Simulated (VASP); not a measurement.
Wanted: the native input for a VASP 6.6.1 run.

```
Task                   : single point
Functional             : LDA
Potentials or basis    : VASP PAW LDA potentials, release 64 (Pd)
Cutoff                 : 520 eV
k mesh                 : 9 × 9 × 5
Occupations            : methfessel-paxton, width 0.1 eV
Spin                   : no spin polarisation
Dipole correction      : no
Further INCAR settings : ALGO = Normal; EDIFF = 1e-06; NBANDS = 17
```

The structure of Pd lies in POSCAR:

```
Pd
1.0
    2.6854691131      0.0000000000      0.0000000000
   -1.3427345565      2.3256844730      0.0000000000
    0.0000000000      0.0000000000      4.5475575791
Pd
2
Direct
    0.3333333333      0.6666666667      0.2500000000
    0.6666666667      0.3333333333      0.7500000000
```

These files were run (other wordings do the same):

INCAR

```
SYSTEM = Pd
PREC = Accurate
ENCUT = 520
EDIFF = 1E-6
ISMEAR = 1
SIGMA = 0.1
LREAL = .False.
LASPH = .True.
NELM = 100
ALGO = Normal
ISIF = 2
LWAVE = .False.
LCHARG = .False.
GGA = CA
NBANDS = 17
```

KPOINTS

```
regular mesh
0
Gamma
  9 9 5
  0 0 0
```

Potentials or basis: VASP PAW LDA potentials, release 64 (Pd).

The run is started by

```console
$ cat potpaw_LDA.64/Pd/POTCAR > POTCAR
$ mpirun -np 1 vasp_std > vasp.out
```

Results of the run:

- Pressure: 0.3 GPa
- Band gap on the k mesh: zero (band 10 reaches 10.43 eV, above the bottom of band 11 at 9.68 eV)

Run time: 8.5 s on 1 thread of Intel(R) Xeon(R) Platinum 8124M CPU @ 3.00GHz (Skylake/Cascade Lake) (shared host), peak memory 0.14 GiB.
